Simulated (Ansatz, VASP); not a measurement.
**P in VASP and in Ansatz**

```
P
1.0
     3.29619    0.00000    0.00000
     0.00000    4.43916    0.00000
     0.00000    0.00000   21.74620
P
8
Direct
  0.50000 0.91750 0.20693
  0.00000 0.58250 0.20693
  0.50000 0.08250 0.30456
  0.00000 0.41750 0.30456
  0.75000 0.45750 0.47517
  0.25000 0.79250 0.47517
  0.75000 0.29250 0.57280
  0.25000 0.95750 0.57280
```

Alike in both runs: task single point; functional PBE; dispersion D3(BJ); k mesh 8 × 6 × 1; occupations gaussian, width 0.05 eV; no spin polarisation.

|  | VASP | Ansatz |
| --- | --- | --- |
| version | VASP 6.6.1 | Ansatz 0.2.0 |
| potentials or method | VASP PAW PBE potentials, release 64 (P), cutoff 520 eV | scalar-relativistic, plane waves, PAW |
| valence electrons in the cell | 40 | 40 |

|  | VASP | Ansatz | Ansatz less VASP |
| --- | --- | --- | --- |
| gap on the k mesh at the Fermi level (eV) | 0.47 | 0.45 | -0.015 |
| least direct gap on the mesh (eV) | 0.47 | 0.45 | -0.015 |
| rms of the force components (eV/Å) | 0.037 | 0.048 | +0.0109 |

Atom by atom the forces differ by 0.031 eV/Å (rms over components).
